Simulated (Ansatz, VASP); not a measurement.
**CdS in VASP and in Ansatz**

Contents of POSCAR:

```
CdS
1.0
    0.0000000000      2.9399046300      2.9399046300
    2.9399046300      0.0000000000      2.9399046300
    2.9399046300      2.9399046300      0.0000000000
Cd S
1 1
Direct
    0.0000000000      0.0000000000      0.0000000000
    0.2500000000      0.2500000000      0.2500000000
```

Contents of INCAR.step1:

```
PREC = Accurate
ENCUT = 520
ISMEAR = -1
SIGMA = 0.02
LREAL = False
LASPH = True
NELM = 60
NBANDS = 16
GGA = PE
ALGO = Normal
EDIFF = 1E-4
LWAVE = True
LCHARG = False
```

The input INCAR.step2:

```
PREC = Accurate
ENCUT = 520
EDIFF = 1E-6
ISMEAR = -1
SIGMA = 0.02
LREAL = False
LASPH = True
NELM = 60
ALGO = Normal
ISIF = 2
LWAVE = False
LCHARG = True
METAGGA = R2SCAN
LMIXTAU = True
LELF = True
LVHAR = True
NBANDS = 16
ISTART = 1
```

Contents of KPOINTS:

```
Automatic mesh
0
Gamma
  8 8 8
```

Input for Ansatz:

```yaml
crystal:
  lattice:
    - [0.0, 2.93990463, 2.93990463]
    - [2.93990463, 0.0, 2.93990463]
    - [2.93990463, 2.93990463, 0.0]
  atoms:
    - { symbol: Cd, position: [0.0, 0.0, 0.0] }
    - { symbol: S, position: [0.25, 0.25, 0.25] }
  symmetry: { tolerance: 0.0003 }
hamiltonian:
  xc: r2scan
  pseudopotentials: { kind: paw, azcp: { folder: soft_1 } }
basis:
  ecutwfc: 500
magnetization:
  spin_polarized: false
scf:
  occupations: { method: fermi_dirac, width: 0.02 }
kpoints:
  mp_grid: { grid: [8, 8, 8], shift: [0, 0, 0] }
  band_path:
    path:
      - [0.0, 0.0, 0.0]
      - [-0.5, -0.5, 0.0]
      - [-0.375, -0.375, 0.25]
      - [-0.375, 0.0, 0.375]
      - [0.0, 0.0, 0.0]
      - [0.0, 0.0, 0.5]
      - [-0.5, -0.25, 0.25]
      - [-0.5, -0.5, 0.0]
    npoints: 15
output:
  forces: true
  stress: true
  eigenvalues: true
  bader: true
  populations: true
  elf: true
  write_potential: true
  write_density: true
  volumetric_format: npy
  dos:
    e_range: [-12, 8]
    de: 0.05
    projected: { site_lists: { Cd: [Cd], S: [S] } }
```

Alike in both runs: task single point; functional r2SCAN; k mesh 8 × 8 × 8; occupations fermi-dirac, width 0.02 eV; no spin polarisation.

|  | VASP | Ansatz |
| --- | --- | --- |
| version | VASP 6.6.1 | Ansatz 0.2.0 |
| potentials or method | VASP PAW PBE potentials, release 64 (Cd, S), cutoff 520 eV | PAW plane waves |
| valence electrons in the cell | 18 | 26 |

```csv
,VASP,Ansatz,Ansatz less VASP
gap on the k mesh at the Fermi level (eV),1.54,1.54,0.000
pressure (GPa),0.2,0.0,-0.26
```

VASP's potentials were made for PBE, not for r2SCAN. VASP's potentials hold 18 valence electrons a cell and Ansatz's 26, so a difference there can come from the potentials and not from the codes.
